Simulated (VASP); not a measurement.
Runs of VASP 6.6.1 on Pb. The structure is that of space group Fm-3m (No. 225), or close to it. The cells are those of the table. 

```csv
cell,gap on the mesh (eV),pressure (GPa)
"a = 3.703, b = 3.703, c = 3.633 Å, angles 60.6, 60.6, 58.7°, 1 atom",none,(b)
"a = 3.284, b = 3.284, c = 3.213 Å, angles 60.7, 60.7, 58.6°, 1 atom",none,15.8
"a = 3.772 Å, angles 60.0°, 1 atom",none,(c)
"a = 3.353 Å, angles 60.0°, 1 atom",none,7.5
"a = 3.213 Å, angles 60.0°, 1 atom",none,(a)
"a = 3.424, b = 3.424, c = 3.353 Å, angles 60.7, 60.7, 58.6°, 1 atom",none,4.5
"a = 3.563, b = 3.563, c = 3.493 Å, angles 60.7, 60.7, 58.7°, 1 atom",none,-1.9
"a = 3.633 Å, angles 60.0°, 1 atom",none,-4.4
```

Alike in all rows: task single point; level PBEsol; potentials or basis VASP PAW PBE potentials, release 64 (Pb_d); no spin polarisation; k mesh 16 × 16 × 16; cutoff (eV) 520; smearing gaussian 0.15 eV.

Estimate the missing entries.

(a) 21.3; (b) -5.2; (c) -6.4.

Caveats: the PAW data sets were made with another functional, which shifts forces and pressure a little; spin-orbit coupling is left out, which moves the levels of the heavy elements; the cell stands under pressure (at least some runs); the cell stands under tension (at least some runs).

A k mesh can miss the band edges, and the runs leave out spin-orbit coupling on Pb.

A gap of «none» marks levels without a gap at the run's occupations.
